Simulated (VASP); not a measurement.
ScAl3F:

```
CELL_PARAMETERS angstrom
3.97251 0.00000 0.00000
0.00000 3.97251 0.00000
0.00000 0.00000 3.99058
ATOMIC_POSITIONS crystal
Sc 0.50000 0.50000 0.48200
Al 0.50000 0.50000 0.01600
Al 0.50000 0.00000 0.51500
Al 0.00000 0.50000 0.51500
F 0.00000 0.00000 0.00000
```

The cell was built from a structure type or drawn by symmetry, and may not be a known phase.

- Program: VASP 6.6.1
- Task: relaxation of cell and atoms
- Functional: PBE
- Potentials or basis: VASP PAW PBE potentials, release 64 (Sc_sv, Al, F)
- Cutoff: 600 eV
- k mesh: 4 × 4 × 4
- Occupations: gaussian, width 0.1 eV
- Spin: no spin polarisation

At the start: pressure 79.6 GPa; volume 12.59 Å³/atom.

Q: How do energy, volume and symmetry change on relaxing?

A: Over 47 steps the energy falls by 3380.2 meV/atom and the volume is 23.38 Å³/atom (+85.6 %); space group P4mm (No. 99, to 0.1 Å) before and after.

Step by step:
```csv
step,energy change (eV),largest force (eV/Å),pressure (GPa),volume (Å³)
1,0.0000,5.5196,79.61,62.97
3,-11.1137,5.7139,3.01,132.08
5,-11.9125,2.1329,-4.47,151.71
7,-12.5103,2.6559,-1.47,138.49
9,-13.0127,5.4095,2.68,122.97
11,-13.8337,5.0592,3.81,116.18
13,-13.8875,1.4022,22.96,88.42
15,-15.4067,0.9576,6.05,104.79
17,-15.7275,1.1783,1.72,111.23
19,-15.7750,0.8986,0.44,112.98
21,-15.8388,0.7472,-0.93,114.63
23,-15.9719,1.0723,2.85,106.83
25,-16.0311,1.0333,3.01,106.42
27,-16.2275,0.7235,3.89,104.42
29,-16.2516,0.5670,4.37,103.59
31,-16.3940,0.5526,-1.17,112.13
33,-16.6525,0.5152,-1.74,117.20
35,-16.7806,0.3956,-2.34,121.94
37,-16.8369,0.3757,0.49,116.77
39,-16.8878,0.2214,0.44,115.70
41,-16.8918,0.1350,-0.43,117.51
43,-16.8955,0.1067,-0.17,117.23
45,-16.8993,0.0524,0.01,117.03
47,-16.9009,0.0205,-0.01,116.89
```

Final structure:
```xyz
5
Lattice="4.6009 0.0000 0.0000 0.0000 4.6009 0.0000 0.0000 0.0000 5.5222" Properties=species:S:1:pos:R:3 pbc="T T T"
Sc    2.3004    2.3004    2.2578
Al    2.3004    2.3004    5.1013
Al    2.3004    0.0000    3.9941
Al    4.6009    2.3004    3.9941
F     0.0000    0.0000    4.1348
```

Caveat: the k points lie up to 0.34 Å⁻¹ apart in the final cell, too coarse for converged energies and pressures of a metal; the volume moved by over 15 % at a fixed basis, so the end points are rough; an odd number of electrons without spin polarisation forces a metal; a magnetic or distorted state may lie lower.
